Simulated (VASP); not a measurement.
Here is a VASP 6.6.1 calculation.

POSCAR

```
CO
1.0
    5.6300000000      0.0000000000      0.0000000000
    0.0000000000      5.6300000000      0.0000000000
    0.0000000000      0.0000000000      5.6300000000
C O
4 4
Direct
    0.9580000000      0.9580000000      0.9580000000
    0.5420000000      0.0420000000      0.4580000000
    0.4580000000      0.5420000000      0.0420000000
    0.0420000000      0.4580000000      0.5420000000
    0.0670000000      0.0670000000      0.0670000000
    0.4330000000      0.9330000000      0.5670000000
    0.5670000000      0.4330000000      0.9330000000
    0.9330000000      0.5670000000      0.4330000000
```

Contents of INCAR.step1:

```
SYSTEM = CO
PREC = Accurate ; ENCUT = 520
ISMEAR = 1 ; SIGMA = 0.2125
LREAL = .FALSE. ; LASPH = .TRUE.
NELM = 100 ; NBANDS = 30
GGA = PE ; ALGO = Normal
EDIFF = 1E-4 ; LWAVE = .TRUE.
LCHARG = .FALSE.
```

The input INCAR.step2:

```
SYSTEM = CO
PREC = Accurate ; ENCUT = 520
EDIFF = 1E-6 ; ISMEAR = 1
SIGMA = 0.2125 ; LREAL = .FALSE.
LASPH = .TRUE. ; NELM = 100
ALGO = Normal ; ISIF = 2
LWAVE = .FALSE. ; LCHARG = .FALSE.
METAGGA = R2SCAN ; LMIXTAU = .TRUE.
NBANDS = 30 ; ISTART = 1
```

KPOINTS

```
Automatic mesh
0
G
  3 3 3
  0 0 0
```

Potentials or basis: VASP PAW PBE potentials, release 64 (C, O).

Launch:

```sh
$ cat potpaw_PBE.64/C/POTCAR potpaw_PBE.64/O/POTCAR > POTCAR
$ cp INCAR.step1 INCAR
$ mpirun -np 1 vasp_std > vasp.out
$ cp INCAR.step2 INCAR
$ mpirun -np 1 vasp_std > vasp.out
```

(1) Estimate the largest force.

(2) Estimate the band gap on the k mesh.

(3) What does it give for the pressure?

## Answers

(1) 11.266 eV/Å.

(2) 7.14 eV, direct.

(3) 14.1 GPa.

Caveat: the PAW data sets were made with another functional, which shifts forces and pressure a little.
